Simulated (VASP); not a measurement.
# MnI3 (Pm-3m) in VASP: settings compared

MnI3 is run at these levels: PBEsol+U, PBE+U; tasks: single point.

Program: VASP 6.6.1. These are calculated values, not measurements. Logs are shortened: lines on timing, memory, paths and dates and some standing lists are left out, and cuts for length are marked.

### Step 1. The cell of the first run

The structure is cubic, space group Pm-3m (No. 221). Conventional cell: a = 5.749 Å, b = 5.749 Å, c = 5.749 Å, α = 90.00°, β = 90.00°, γ = 90.00°. Mn (site symmetry m-3m) has 6 I at 2.87 Å within 3.8 Å. I (site symmetry 4/mmm) has 2 Mn at 2.87 Å within 3.8 Å.

### Step 2. Single point, PBEsol+U, collinear spin, ferromagnetic start

Contents of INCAR:

```
SYSTEM = MnI3
ALGO     = Normal         ! electronic algorithm
EDIFF    = 1E-7           ! SCF threshold, eV
ENCUT    = 520            ! plane-wave cutoff, eV
GGA      = PS             ! functional
ISIF     = 2              ! what is computed and relaxed
ISMEAR   = 0              ! smearing method
ISPIN    = 2              ! spin polarisation
LASPH    = .TRUE.         ! aspherical terms in the spheres
LCHARG   = .FALSE.        ! write CHGCAR
LDAU     = .TRUE.         ! DFT+U
LDAUJ    = 0 0          
LDAUL    = 2 -1           ! shell
LDAUPRINT= 1            
LDAUTYPE = 2            
LDAUU    = 3.9 0          ! U, eV
LMAXMIX  = 4              ! l up to which the mixer works
LORBIT   = 11             ! projections on sites
LREAL    = .FALSE.        ! projectors in reciprocal space
LWAVE    = .FALSE.        ! write WAVECAR
MAGMOM   = 4 0 0 0        ! initial moments
NBANDS   = 29             ! bands
NELM     = 150            ! most SCF steps
PREC     = Accurate       ! precision mode
SIGMA    = 0.05           ! smearing width, eV
```

Contents of KPOINTS:

```
k-points
0
G
  6 6 6
  0 0 0
```

Contents of POSCAR:

```
MnI3
1.0
    5.7493017988      0.0000000000      0.0000000000
    0.0000000000      5.7493017988      0.0000000000
    0.0000000000      0.0000000000      5.7493017988
Mn I
1 3
Direct
    0.0000000000      0.0000000000      0.0000000000
    0.5000000000      0.0000000000      0.0000000000
    0.0000000000      0.0000000000      0.5000000000
    0.0000000000      0.5000000000      0.0000000000
```

Potentials or basis: VASP PAW PBE potentials, release 64 (Mn_pv, I).

Started as:

```bash
> cat potpaw_PBE.64/Mn_pv/POTCAR potpaw_PBE.64/I/POTCAR > POTCAR
> mpirun -np 1 vasp_std > vasp.out
```

OUTCAR:

```text
SYSTEM = MnI3
   EDIFF = 1E-7
   ENCUT = 520
   GGA = PS
   ISIF = 2
   ISMEAR = 0
   ISPIN = 2
   LASPH = .TRUE.
   LORBIT = 11
   LREAL = .FALSE.
   NELM = 150
   PREC = Accurate

 ion  position               nearest neighbor table
   1  0.000  0.000  0.000-   2 2.87   3 2.87   4 2.87   3 2.87   4 2.87   2 2.87
   2  0.500  0.000  0.000-   1 2.87   1 2.87
   3  0.000  0.000  0.500-   1 2.87   1 2.87
   4  0.000  0.500  0.000-   1 2.87   1 2.87

  LATTYP: Found a simple cubic cell.
 ALAT       =     5.7493017988

  Lattice vectors:

 A1 = (   5.7493017988,   0.0000000000,   0.0000000000)
 A2 = (   0.0000000000,   5.7493017988,   0.0000000000)
 A3 = (   0.0000000000,   0.0000000000,   5.7493017988)

Analysis of symmetry for initial positions (statically):
=====================================================================
 Subroutine PRICEL returns:
 Original cell was already a primitive cell.

 Routine SETGRP: Setting up the symmetry group for a
 simple cubic supercell.

 Subroutine GETGRP returns: Found 48 space group operations
 (whereof 48 operations were pure point group operations)
 out of a pool of 48 trial point group operations.

The static configuration has the point symmetry O_h .

Analysis of symmetry for dynamics (positions and initial velocities):
=====================================================================
 Subroutine PRICEL returns:
 Original cell was already a primitive cell.

 Routine SETGRP: Setting up the symmetry group for a
 simple cubic supercell.

 Subroutine GETGRP returns: Found 48 space group operations
 (whereof 48 operations were pure point group operations)
 out of a pool of 48 trial point group operations.

The dynamic configuration has the point symmetry O_h .

Analysis of structural, dynamic, and magnetic symmetry:
=====================================================================
 Subroutine PRICEL returns:
 Original cell was already a primitive cell.

 Routine SETGRP: Setting up the symmetry group for a
 simple cubic supercell.

 Subroutine GETGRP returns: Found 48 space group operations
 (whereof 48 operations were pure point group operations)
 out of a pool of 48 trial point group operations.

The overall configuration has the point symmetry O_h .

 Subroutine INISYM returns: Found 48 space group operations
 (whereof 48 operations are pure point group operations),
 and found     1 'primitive' translations
[... 166 lines left out ...]
  o =  0.9370  v =  0.0000 -0.9989 -0.0000  0.0478  0.0000  0.0000  0.0000  0.0000  0.0000  0.0000      0.0000  0.0000  0.0000  0.0000  0.0000  0.0000  0.0000  0.0000  0.0000  0.0000
  o =  0.9370  v =  1.0000  0.0000  0.0000  0.0000  0.0000  0.0000  0.0000  0.0000  0.0000  0.0000      0.0000  0.0000  0.0000  0.0000  0.0000  0.0000  0.0000  0.0000  0.0000  0.0000
  o =  0.9370  v =  0.0000 -0.0478 -0.0000 -0.9989  0.0000  0.0000  0.0000  0.0000  0.0000  0.0000      0.0000  0.0000  0.0000  0.0000  0.0000  0.0000  0.0000  0.0000  0.0000  0.0000

 number of electron      33.9999996 magnetization       4.2174394

 Free energy of the ion-electron system (eV)
  ---------------------------------------------------
  ext. energy  EPLUGINS =         0.00000000
  ---------------------------------------------------
  free energy    TOTEN  =       -13.76306673 eV

  energy without entropy =      -13.75708888  energy(sigma->0) =      -13.76007781

 E-fermi :   0.4443     XC(G=0):  -7.1230

 val. band max:        0.4298572802   @ k =   0.5000   0.3333   0.3333
 cond. band min:       0.4467172179   @ k =   0.5000   0.3333   0.0000
 fundamental gap:      0.0168599377
 Fermi energy:         0.4443278666

 spin component 1

 k-point     1 :       0.0000    0.0000    0.0000
  band No.  band energies     occupation
      1     -50.0221      1.00000
      2     -50.0221      1.00000
      3     -50.0221      1.00000
      4     -11.6198      1.00000
      5     -10.8161      1.00000
      6     -10.8161      1.00000
[... 629 lines left out ...]
     28       9.3394      0.00000
     29       9.3403      0.00000
 Fermi energy:         0.4443278666

 spin component 2

 k-point     1 :       0.0000    0.0000    0.0000
  band No.  band energies     occupation
      1     -45.2446      1.00000
      2     -45.2446      1.00000
      3     -45.2446      1.00000
      4     -11.6893      1.00000
      5     -10.8787      1.00000
      6     -10.8787      1.00000
[... 629 lines left out ...]
     28       9.2902      0.00000
     29       9.4851      0.00000

------------------------ aborting loop because EDIFF is reached ----------------------------------------

  FORCE on cell =-STRESS in cart. coord.  units (eV):
  Direction    XX          YY          ZZ          XY          YZ          ZX
  --------------------------------------------------------------------------------------
  -------------------------------------------------------------------------------------
  Total       -1.5984742     -1.5984742     -1.5984742      0.0000000      0.0000000      0.0000000
  in kB      -13.4763072    -13.4763072    -13.4763072      0.0000000      0.0000000      0.0000000
  external PRESSURE =     -13.4763072 kB  Pullay stress =       0.0000000 kB

 VOLUME and BASIS-vectors are now :
 -----------------------------------------------------------------------------
  energy-cutoff  :      520.00
  volume of cell :      190.04
      direct lattice vectors                 reciprocal lattice vectors
     5.749301799  0.000000000  0.000000000     0.173934164  0.000000000  0.000000000
     0.000000000  5.749301799  0.000000000     0.000000000  0.173934164  0.000000000
     0.000000000  0.000000000  5.749301799     0.000000000  0.000000000  0.173934164

 POSITION                                       TOTAL-FORCE (eV/Angst)
 -----------------------------------------------------------------------------------
      0.00000      0.00000      0.00000         0.000000      0.000000      0.000000
      2.87465      0.00000      0.00000         0.000000      0.000000      0.000000
      0.00000      0.00000      2.87465         0.000000      0.000000      0.000000
      0.00000      2.87465      0.00000         0.000000      0.000000      0.000000
 -----------------------------------------------------------------------------------
    total drift:                                0.000000     -0.000000      0.000000

  FREE ENERGIE OF THE ION-ELECTRON SYSTEM (eV)
  ---------------------------------------------------
  free  energy   TOTEN  =       -13.7630667330 eV

  energy  without entropy=      -13.7570888789  energy(sigma->0) =      -13.76007781

 total charge

# of ion       s       p       d       tot
------------------------------------------
    1        0.223   6.149   4.853  11.224
    2        1.511   2.735   0.010   4.256
    3        1.511   2.735   0.010   4.256
    4        1.511   2.735   0.010   4.256
--------------------------------------------------
tot          4.755  14.352   4.884  23.991

 magnetization (x)

# of ion       s       p       d       tot
------------------------------------------
    1        0.049   0.035   4.440   4.524
    2        0.002  -0.136   0.003  -0.131
    3        0.002  -0.136   0.003  -0.131
    4        0.002  -0.136   0.003  -0.131
--------------------------------------------------
tot          0.055  -0.374   4.450   4.132
```

OSZICAR:

```text
N       E                     dE             d eps       ncg     rms          rms(c)
DAV:   1     0.207708337649E+03    0.20771E+03   -0.15153E+04  2640   0.965E+02
DAV:   2     0.384846913313E+01   -0.20386E+03   -0.19288E+03  2683   0.213E+02
DAV:   3    -0.141207265563E+02   -0.17969E+02   -0.17796E+02  2891   0.636E+01
DAV:   4    -0.146132800388E+02   -0.49255E+00   -0.49230E+00  3020   0.107E+01
[... 10 lines left out ...]
DAV:  15    -0.137630701418E+02   -0.23046E-03   -0.26635E-04  2435   0.104E-01    0.433E-02
DAV:  16    -0.137630665095E+02    0.36324E-05   -0.40011E-05  2728   0.405E-02    0.182E-02
DAV:  17    -0.137630666737E+02   -0.16423E-06   -0.70071E-06  2505   0.130E-02    0.717E-03
DAV:  18    -0.137630666504E+02    0.23300E-07   -0.15865E-06  2515   0.650E-03    0.605E-03
DAV:  19    -0.137630667330E+02   -0.82634E-07   -0.70434E-07  2560   0.758E-03
   1 F= -.13763067E+02 E0= -.13760078E+02  d E =-.597785E-02  mag=     4.2178
```

Run time: 6 min. Hardware: 1 thread of Intel Xeon 8259CL, shared host; peak memory 0.49 GiB.

Results:

```yaml
Free_energy: -13.7631 eV
Pressure: -1.3 GPa
Net_moment: 4.22 μB per cell
Site_moments: Mn +4.52; I -0.13 μB
Valence_electrons_inside_the_program's_atomic_spheres: Mn 11.22; I 4.26
```

Levels at points of the mesh, in eV from the Fermi level:
Spin up:
| k point | band 15 | band 16 | band 17 | band 18 | band 19 | band 20 | band 21 | band 22 | band 23 | band 24 |
| --- | --- | --- | --- | --- | --- | --- | --- | --- | --- | --- |
| (0.00, 0.00, 0.00) | -0.60 | -0.60 | -0.60 | -0.30 | -0.30 | -0.30 | 0.83 | 4.95 | 6.52 | 6.52 |
| (0.50, 0.00, 0.00) | -1.43 | -0.85 | -0.85 | -0.78 | -0.42 | -0.42 | 3.75 | 5.76 | 6.22 | 6.82 |
| (0.50, 0.50, 0.00) | -1.11 | -1.11 | -0.83 | -0.83 | 0.25 | 0.30 | 5.27 | 5.27 | 5.50 | 7.03 |
| (0.50, 0.50, 0.50) | -1.77 | 0.26 | 0.26 | 0.26 | 0.31 | 0.31 | 4.54 | 4.54 | 4.54 | 5.36 |
Spin down:
```tsv
k point	band 13	band 14	band 15	band 16	band 17	band 18
(0.00, 0.00, 0.00)	-0.40	-0.40	-0.40	2.14	2.53	2.53
(0.50, 0.00, 0.00)	-0.89	-0.52	-0.52	2.55	2.58	2.80
(0.50, 0.50, 0.00)	-1.20	-1.20	0.12	2.73	3.19	3.19
(0.50, 0.50, 0.50)	0.13	0.13	0.13	3.37	3.37	3.37
```

Eigenvalues of the final occupation matrices:
| site | spin | trace | eigenvalues |
| --- | --- | --- | --- |
| site 1 d | 1 | 4.66 | 0.92 0.92 0.94 0.94 0.94 |
| site 1 d | 2 | 0.21 | 0.02 0.02 0.02 0.07 0.07 |

Caveat: the PAW data sets were made with another functional, which shifts forces and pressure a little; spin-orbit coupling is left out, which moves the levels of the heavy elements.

### Step 3. Single point, PBE+U, collinear spin, ferromagnetic start

Contents of INCAR:

```
SYSTEM = MnI3
PREC     = Accurate       ! precision mode
ENCUT    = 520            ! plane-wave cutoff, eV
EDIFF    = 1E-7           ! SCF threshold, eV
ISMEAR   = 0              ! smearing method
SIGMA    = 0.05           ! smearing width, eV
LREAL    = .False.        ! projectors in reciprocal space
LASPH    = .True.         ! aspherical terms in the spheres
NELM     = 150            ! most SCF steps
ALGO     = Normal         ! electronic algorithm
ISIF     = 2              ! what is computed and relaxed
LWAVE    = .False.        ! write WAVECAR
LCHARG   = .False.        ! write CHGCAR
ISPIN    = 2              ! spin polarisation
MAGMOM   = 4 0 0 0        ! initial moments
LORBIT   = 11             ! projections on sites
LMAXMIX  = 4              ! l up to which the mixer works
LDAU     = .True.         ! DFT+U
LDAUTYPE = 2            
LDAUL    = 2 -1           ! shell
LDAUU    = 3.9 0          ! U, eV
LDAUJ    = 0 0          
LDAUPRINT= 1            
GGA      = PE             ! functional
NBANDS   = 29             ! bands
```

Contents of KPOINTS:

```
Automatic mesh
0
Gamma
  6 6 6
  0 0 0
```

POSCAR is that of step 2.

Potentials or basis: VASP PAW PBE potentials, release 64 (Mn_pv, I).

Started as:

```bash
> cat potpaw_PBE.64/Mn_pv/POTCAR potpaw_PBE.64/I/POTCAR > POTCAR
> mpirun -np 1 vasp_std > vasp.out
```

It took 5.1 min on 1 thread of Intel Xeon 8259CL, shared host; peak memory 0.5 GiB.

Results (log left out):

| Item | Value |
| --- | --- |
| Free energy | -12.8483 eV |
| Pressure | -0.2 GPa |
| Net moment | 4.20 μB per cell |
| Site moments | Mn +4.53; I -0.14 μB |
| Valence electrons inside the program's atomic spheres | Mn 11.22; I 4.27 |

Levels at points of the mesh, in eV from the Fermi level:
Spin up:
```csv
k point,band 15,band 16,band 17,band 18,band 19,band 20,band 21,band 22,band 23,band 24
"(0.00, 0.00, 0.00)",-0.60,-0.60,-0.60,-0.29,-0.29,-0.29,0.90,4.97,6.61,6.61
"(0.50, 0.00, 0.00)",-1.41,-0.84,-0.84,-0.77,-0.41,-0.41,3.79,5.80,6.28,6.91
"(0.50, 0.50, 0.00)",-1.09,-1.09,-0.82,-0.82,0.25,0.30,5.35,5.35,5.53,6.97
"(0.50, 0.50, 0.50)",-1.76,0.25,0.25,0.25,0.31,0.31,4.64,4.64,4.64,5.34
```
Spin down:
```
           k point  band 12  band 13  band 14  band 15  band 16  band 17  band 18  band 19
(0.00, 0.00, 0.00)    -0.73    -0.42    -0.42    -0.42     2.22     2.56     2.56     2.56
(0.50, 0.00, 0.00)    -1.26    -0.90    -0.54    -0.54     2.58     2.60     2.78     3.20
(0.50, 0.50, 0.00)    -1.24    -1.20    -1.20     0.10     2.72     3.20     3.20     3.37
(0.50, 0.50, 0.50)    -1.77     0.11     0.11     0.11     3.38     3.38     3.38     4.40
```

Eigenvalues of the final occupation matrices:
```csv
site,spin,trace,eigenvalues
site 1 d,1,4.66,0.92 0.92 0.94 0.94 0.94
site 1 d,2,0.21,0.02 0.02 0.02 0.07 0.07
```

Caveat: spin-orbit coupling is left out, which moves the levels of the heavy elements.

### Step 4. Single point, PBE+U, collinear spin, ferromagnetic start

Contents of INCAR:

```
ALGO = Normal
EDIFF = 1E-6
ENCUT = 520
GGA = PE
ISIF = 2
ISMEAR = 0
ISPIN = 2
LASPH = T
LCHARG = F
LDAU = T
LDAUJ = 0 0
LDAUL = 2 -1
LDAUPRINT = 1
LDAUTYPE = 2
LDAUU = 5 0
LMAXMIX = 4
LORBIT = 11
LREAL = F
LWAVE = F
MAGMOM = 5.04 0 0 0
NBANDS = 29
NELM = 150
PREC = Accurate
SIGMA = 0.05
```

Contents of KPOINTS:

```
k-points
0
Gamma
  6 6 6
```

POSCAR is that of step 3.

Started as:

```bash
> cat potpaw_PBE.64/Mn_pv/POTCAR potpaw_PBE.64/I/POTCAR > POTCAR
> mpirun -np 1 vasp_std > vasp.out
```

It took 4.5 min on 1 thread of Intel Xeon 8259CL, shared host; peak memory 0.5 GiB.

The run converged. Its results:

```
Free energy                                           : -12.5847 eV
Pressure                                              : 0.2 GPa
Net moment                                            : 4.25 μB per cell
Site moments                                          : Mn +4.60; I -0.14 μB
Valence electrons inside the program's atomic spheres : Mn 11.22; I 4.28
```

Levels at points of the mesh, in eV from the Fermi level:
Spin up:
```csv
k point,band 16,band 17,band 18,band 19,band 20,band 21,band 22,band 23
"(0.00, 0.00, 0.00)",-0.56,-0.56,-0.26,-0.26,-0.26,0.94,4.99,6.61
"(0.50, 0.00, 0.00)",-0.83,-0.83,-0.74,-0.38,-0.38,3.80,5.84,6.31
"(0.50, 0.50, 0.00)",-1.06,-0.81,-0.81,0.24,0.28,5.39,5.39,5.56
"(0.50, 0.50, 0.50)",0.25,0.25,0.29,0.29,0.29,4.67,4.67,4.67
```
Spin down:
| k point | band 11 | band 12 | band 13 | band 14 | band 15 | band 16 | band 17 | band 18 | band 19 | band 20 |
| --- | --- | --- | --- | --- | --- | --- | --- | --- | --- | --- |
| (0.00, 0.00, 0.00) | -0.70 | -0.70 | -0.38 | -0.38 | -0.38 | 2.28 | 3.02 | 3.02 | 3.02 | 3.34 |
| (0.50, 0.00, 0.00) | -1.22 | -1.22 | -0.87 | -0.51 | -0.51 | 2.97 | 3.05 | 3.34 | 3.73 | 3.73 |
| (0.50, 0.50, 0.00) | -1.19 | -1.19 | -1.18 | -1.18 | 0.13 | 3.23 | 3.73 | 3.73 | 3.93 | 4.94 |
| (0.50, 0.50, 0.50) | -1.63 | -1.63 | 0.14 | 0.14 | 0.14 | 3.94 | 3.94 | 3.94 | 4.94 | 4.94 |

Eigenvalues of the final occupation matrices:
| site | spin | trace | eigenvalues |
| --- | --- | --- | --- |
| site 1 d | 1 | 4.70 | 0.94 0.94 0.94 0.94 0.94 |
| site 1 d | 2 | 0.17 | 0.02 0.02 0.02 0.06 0.06 |

Caveat: spin-orbit coupling is left out, which moves the levels of the heavy elements. The state reached can hang on the start; a lower one may exist.

### Step 5. Summary

| level | U | gap on the mesh (eV) | pressure (GPa) | moment (μB) |
| --- | --- | --- | --- | --- |
| PBEsol+U | Mn d U = 3.9 eV | none | -1.3 | 4.22 |
| PBE+U | Mn d U = 3.9 eV | none | -0.2 | 4.20 |
| PBE+U | Mn d U = 5.0 eV | none | 0.2 | 4.25 |

Alike in all rows: task single point; potentials or basis VASP PAW PBE potentials, release 64 (Mn_pv, I); spin collinear, ferromagnetic start; cell as given; k mesh 6 × 6 × 6; cutoff (eV) 520; smearing gaussian 0.05 eV.

The pressure there spans -1.3 GPa (PBEsol+U) to 0.2 GPa (PBE+U); a positive pressure means that this level wants a larger cell, a negative one a smaller.

Caveats: spin-orbit coupling is left out, which moves the levels of the heavy elements; the PAW data sets were made with another functional, which shifts forces and pressure a little (at least some runs).

Total energies depend on the potentials used, so only differences within one code and one set of settings carry meaning.
